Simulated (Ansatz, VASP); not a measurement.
**One calculation of Al3Cu, two programs**

The input POSCAR:

```
Al3Cu
1.0
    2.7737808638      0.0000000000      0.0000000000
    0.0000000000      2.7737808638      0.0000000000
    0.0000000000      0.0000000000      7.5918631133
Al Cu
3 1
Direct
    0.0000000000      0.0000000000      0.5000000000
    0.5000000000      0.5000000000      0.2226430006
    0.5000000000      0.5000000000      0.7773569994
    0.0000000000      0.0000000000      0.0219577194
```

File INCAR.step1:

```
PREC     = Accurate       # precision mode
ENCUT    = 520            # plane-wave cutoff, eV
ISMEAR   = 0              # smearing method
SIGMA    = 0.15           # smearing width, eV
LREAL    = F              # projectors in reciprocal space
LASPH    = T              # aspherical terms in the spheres
NELM     = 80             # most SCF steps
NBANDS   = 18             # bands
GGA      = PE             # functional
ALGO     = Normal         # electronic algorithm
EDIFF    = 1E-4           # SCF threshold, eV
LWAVE    = T              # write WAVECAR
LCHARG   = F              # write CHGCAR
```

The input INCAR.step2:

```
PREC     = Accurate       # precision mode
ENCUT    = 520            # plane-wave cutoff, eV
EDIFF    = 1E-6           # SCF threshold, eV
ISMEAR   = 0              # smearing method
SIGMA    = 0.15           # smearing width, eV
LREAL    = F              # projectors in reciprocal space
LASPH    = T              # aspherical terms in the spheres
NELM     = 80             # most SCF steps
ALGO     = Normal         # electronic algorithm
ISIF     = 2              # what is computed and relaxed
LWAVE    = F              # write WAVECAR
LCHARG   = F              # write CHGCAR
METAGGA  = R2SCAN         # meta-GGA
LMIXTAU  = T            
NBANDS   = 18             # bands
ISTART   = 1
```

KPOINTS

```
regular mesh
0
Gamma
  18 18 6
```

Input for Ansatz:

```yaml
crystal:
  lattice:
    - [2.7737808638, 0.0, 0.0]
    - [0.0, 2.7737808638, 0.0]
    - [0.0, 0.0, 7.5918631133]
  atoms:
    - { symbol: Al, position: [0.0, 0.0, 0.5] }
    - { symbol: Al, position: [0.5, 0.5, 0.2226430006] }
    - { symbol: Al, position: [0.5, 0.5, 0.7773569994] }
    - { symbol: Cu, position: [0.0, 0.0, 0.0219577194] }
basis:
  ecutwfc: 500
kpoints:
  mp_grid: { grid: [18, 18, 6] }
hamiltonian:
  xc: r2scan
scf:
  occupations: { method: gaussian, width: 0.15 }
output:
  forces: true
  stress: true
  eigenvalues: true
```

Alike in both runs: task single point; functional r2SCAN; k mesh 18 × 18 × 6; occupations gaussian, width 0.15 eV; no spin polarisation.

```csv
,VASP,Ansatz
version,VASP 6.6.1,Ansatz 0.2.0
potentials or method,"VASP PAW PBE potentials, release 64 (Al, Cu), cutoff 520 eV","scalar-relativistic, plane waves, PAW"
valence electrons in the cell,20,28
```

|  | VASP | Ansatz | Ansatz less VASP |
| --- | --- | --- | --- |
| gap on the k mesh at the Fermi level (eV) | none | none | - |
| pressure (GPa) | 0.6 | 0.8 | +0.19 |
| traceless stress, the component that is largest in VASP (GPa) | -0.30 | -0.34 | -0.038 |
| rms of the force components (eV/Å) | 0.371 | 0.370 | -0.0016 |

VASP's potentials were made for PBE, not for r2SCAN. Atom by atom the forces differ by 0.007 eV/Å (rms over components). A gap of «none» marks a metal or a gap that the smearing closes. VASP's potentials hold 20 valence electrons a cell and Ansatz's 28, so a difference there can come from the potentials and not from the codes.
